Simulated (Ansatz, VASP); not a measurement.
One calculation of AlP, two programs

```xyz
4
Lattice="3.8682 0.0000 0.0000 0.0000 5.4705 0.0000 0.0000 0.0000 3.8682" Properties=species:S:1:pos:R:3 pbc="T T T"
Al    0.0000    0.0000    0.0000
Al    1.9341    2.7353    1.9341
P     0.0000    1.3676    1.9341
P     1.9341    4.1029    0.0000
```

Alike in both runs: task single point; functional PBEsol; k mesh 8 × 6 × 8; occupations gaussian, width 0.02 eV; no spin polarisation.

|  | VASP | Ansatz |
| --- | --- | --- |
| version | VASP 6.6.1 | Ansatz 0.2.0 |
| potentials or method | VASP PAW PBE potentials, release 64 (Al, P), cutoff 500 eV | scalar-relativistic, plane waves, PAW |
| valence electrons in the cell | 16 | 16 |

```tsv
	VASP	Ansatz	Ansatz less VASP
gap on the k mesh at the Fermi level (eV)	1.45	1.45	+0.002
least direct gap on the mesh (eV)	1.45	1.45	+0.002
pressure (GPa)	0.0	0.0	-0.05
```

VASP's potentials were made for PBE, not for PBEsol.
